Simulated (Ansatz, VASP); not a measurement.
**NaCaSe6 in VASP and in Ansatz**

INCAR

```
SYSTEM = NaCaSe6
ALGO = Normal
EDIFF = 1E-6
ENCUT = 520
GGA = PE
ISIF = 2
ISMEAR = 0
LASPH = .TRUE.
LCHARG = .TRUE.
LELF = .TRUE.
LREAL = .FALSE.
LVHAR = .TRUE.
LWAVE = .FALSE.
NBANDS = 36
NELM = 100
PREC = Accurate
SIGMA = 0.1
```

The input KPOINTS:

```
k-points
0
G
  6 6 6
  0 0 0
```

The input POSCAR:

```
NaCaSe6
1.0
    0.0000000000      5.3934418393      5.3934418393
    5.3934418393      0.0000000000      5.3934418393
    5.3934418393      5.3934418393      0.0000000000
Na Ca Se
1 1 6
Direct
    0.0000000000      0.0000000000      0.0000000000
    0.5000000000      0.5000000000      0.5000000000
    0.7544426671      0.2455573329      0.2455573329
    0.2455573329      0.7544426671      0.2455573329
    0.2455573329      0.2455573329      0.7544426671
    0.2455573329      0.7544426671      0.7544426671
    0.7544426671      0.2455573329      0.7544426671
    0.7544426671      0.7544426671      0.2455573329
```

Input for Ansatz:

```yaml
crystal:
  lattice:
    - [0.0, 5.3934418393, 5.3934418393]
    - [5.3934418393, 0.0, 5.3934418393]
    - [5.3934418393, 5.3934418393, 0.0]
  atoms:
    - { symbol: Na, position: [0.0, 0.0, 0.0] }
    - { symbol: Ca, position: [0.5, 0.5, 0.5] }
    - { symbol: Se, position: [0.7544426671, 0.2455573329, 0.2455573329] }
    - { symbol: Se, position: [0.2455573329, 0.7544426671, 0.2455573329] }
    - { symbol: Se, position: [0.2455573329, 0.2455573329, 0.7544426671] }
    - { symbol: Se, position: [0.2455573329, 0.7544426671, 0.7544426671] }
    - { symbol: Se, position: [0.7544426671, 0.2455573329, 0.7544426671] }
    - { symbol: Se, position: [0.7544426671, 0.7544426671, 0.2455573329] }
basis:
  ecutwfc: 420
kpoints:
  mp_grid: { grid: [6, 6, 6] }
  band_path:
    path:
      - [[0.0, 0.0, 0.0], [0.5, 0.0, 0.5], [0.625, 0.25, 0.625]]
      - [[0.375, 0.375, 0.75], [0.0, 0.0, 0.0], [0.5, 0.5, 0.5], [0.5, 0.25, 0.75], [0.5, 0.0, 0.5]]
    npoints: 14
hamiltonian:
  xc: pbe
scf:
  occupations: { method: gaussian, width: 0.1 }
  n_extra_bands: 20
output:
  forces: true
  stress: true
  eigenvalues: true
  populations: true
  dos: { projected: true, de: 0.02, nscf_kmesh: { grid: [8, 8, 8] } }
  bader: true
  write_density: true
  write_potential: true
  elf: true
  volumetric_format: npy
```

Alike in both runs: task single point; functional PBE; k mesh 6 × 6 × 6; occupations gaussian, width 0.1 eV; no spin polarisation.

```csv
,VASP,Ansatz
version,VASP 6.6.1,Ansatz 0.2.0
potentials or method,"VASP PAW PBE potentials, release 64 (Na_pv, Ca_sv, Se), cutoff 520 eV","scalar-relativistic, plane waves, PAW"
valence electrons in the cell,53,115
```

```csv
,VASP,Ansatz,Ansatz less VASP
gap on the k mesh at the Fermi level (eV),none,none,-
pressure (GPa),0.0,0.0,-0.05
```

A gap of «none» marks a metal or a gap that the smearing closes. VASP's potentials hold 53 valence electrons a cell and Ansatz's 115, so a difference there can come from the potentials and not from the codes. Ansatz's warnings: xc potential rough in thin density.
